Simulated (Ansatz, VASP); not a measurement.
**One calculation of B, two programs**

The input INCAR:

```
ALGO = Normal ; EDIFF = 1E-7
EDIFFG = -0.01 ; ENCUT = 600
GGA = PS ; IBRION = 2
ISIF = 3 ; ISMEAR = -1
LASPH = T ; LCHARG = F
LREAL = F ; LWAVE = F
NELM = 60 ; NSW = 80
PREC = Accurate ; SIGMA = 0.1
```

File KPOINTS:

```
k-points
0
Gamma
  16 16 16
```

The input POSCAR:

```
B
1.0
    1.9200471483      0.0000000000      0.0000000000
    0.0000000000      1.9200471483      0.0000000000
    0.0000000000      0.0000000000      1.9200471483
B
1
Direct
    0.0000000000      0.0000000000      0.0000000000
```

Input for Ansatz:

```yaml
crystal:
  lattice:
    - [1.9200471483, 0.0, 0.0]
    - [0.0, 1.9200471483, 0.0]
    - [0.0, 0.0, 1.9200471483]
  atoms:
    - { symbol: B, position: [0.0, 0.0, 0.0] }
hamiltonian:
  xc: pbesol
  pseudopotentials:
    kind: paw
    azcp:
      B: "pseudopotentials/B.paw.azcp"
basis:
  ecutwfc: 420
  fft_grid_basis: typed
kpoints:
  mp_grid: { grid: [16, 16, 16], shift: [0, 0, 0] }
magnetization:
  spin_polarized: false
scf:
  occupations: { method: fermi_dirac, width: 0.1 }
relax:
  max_steps: 60
  f_tol: 0.01
  cell: {}
```

Alike in both runs: task relaxation of cell and atoms; functional PBEsol; k mesh 16 × 16 × 16; occupations fermi-dirac, width 0.1 eV; no spin polarisation.

```csv
,VASP,Ansatz
version,VASP 6.6.1,Ansatz 0.2.0
potentials or method,"VASP PAW PBE potentials, release 64 (B), cutoff 600 eV","plane waves (420 eV) with PAW, scalar-relativistic"
valence electrons in the cell,3,3
```

Ansatz gave:

| Item | Value |
| --- | --- |
| relaxed volume (Å³/atom) | 6.61 |
| relaxed cell length with the largest relative difference (Å) | 1.876 |

Task: Estimate VASP's values.

Result: Relaxed volume (Å³/atom): 6.61; relaxed cell length with the largest relative difference (Å): 1.877.

VASP's potentials were made for PBE, not for PBEsol, and Ansatz warns of the same on its side.
